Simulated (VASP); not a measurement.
A run of VASP 6.6.1:

INCAR

```
SYSTEM = ZnCu
ALGO = Fast ; EDIFF = 1E-6
ENCUT = 520 ; GGA = PS
ISIF = 2 ; ISMEAR = 0
LASPH = .TRUE. ; LCHARG = .TRUE.
LELF = .TRUE. ; LREAL = .FALSE.
LVHAR = .TRUE. ; LWAVE = .FALSE.
NBANDS = 18 ; NELM = 60
PREC = Accurate ; SIGMA = 0.15
```

File KPOINTS:

```
k-points
0
G
  18 18 18
  0 0 0
```

Contents of POSCAR:

```
ZnCu
1.0
    2.9920497891      0.1644708421      0.1644708421
    0.1644708421      2.9920497891      0.1644708421
    0.1644708421      0.1644708421      2.9920497891
Zn Cu
1 1
Direct
    0.5000000000      0.5000000000      0.5000000000
    0.0000000000      0.0000000000      0.0000000000
```

Potentials or basis: VASP PAW PBE potentials, release 64 (Zn, Cu).

Command:

```sh
$ cat potpaw_PBE.64/Zn/POTCAR potpaw_PBE.64/Cu/POTCAR > POTCAR
$ mpirun -np 1 vasp_std > vasp.out
```

Hardware: 1 thread of Intel Xeon 8259CL (shared host).

Problem. How long does it take, and how much memory?

Solution. Run time: 4.9 min on 1 thread of Intel Xeon 8259CL (shared host), peak memory 0.39 GiB. Counts: scf iterations 16, k points 580.
